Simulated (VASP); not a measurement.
Crystal: ZnS3.

```
Zn S
1.0
     0.00000    3.49695    3.49695
     3.49695    0.00000    3.49695
     3.49695    3.49695    0.00000
Zn S
1 3
Direct
  0.00000 0.00000 0.00000
  0.50000 0.50000 0.50000
  0.25000 0.25000 0.25000
  0.75000 0.75000 0.75000
```

```yaml
Program: VASP 6.6.1
Task: relaxation of cell and atoms
Functional: PBE
Potentials_or_basis: VASP PAW PBE potentials, release 64 (Zn, S)
Cutoff: 600 eV
k_mesh: 4 × 4 × 4
Occupations: gaussian, width 0.1 eV
Spin: no spin polarisation
```

At the start: pressure -10.7 GPa; volume 21.38 Å³/atom.

**Question.** How do energy, volume and symmetry change on relaxing?

**Answer.** Over 3 steps the energy falls by 247.8 meV/atom and the volume is 15.98 Å³/atom (-25.3 %); space group Fm-3m (No. 225, to 0.05 Å).

The path:
```
step  energy change (eV)  largest force (eV/Å)  pressure (GPa)  volume (Å³)
   1              0.0000                0.0000          -10.70        85.53
   2             -0.8977                0.0000           -5.17        69.04
   3             -0.9910                0.0000           -0.19        63.91
```

Final structure:
```
CELL_PARAMETERS angstrom
0.00000 3.17340 3.17340
3.17340 0.00000 3.17340
3.17340 3.17340 0.00000
ATOMIC_POSITIONS crystal
Zn 0.00000 0.00000 0.00000
S 0.50000 0.50000 0.50000
S 0.25000 0.25000 0.25000
S 0.75000 0.75000 0.75000
```

Caveat: the k points lie up to 0.43 Å⁻¹ apart in the final cell; the volume moved by over 15 % at a fixed basis, so the end points are rough.
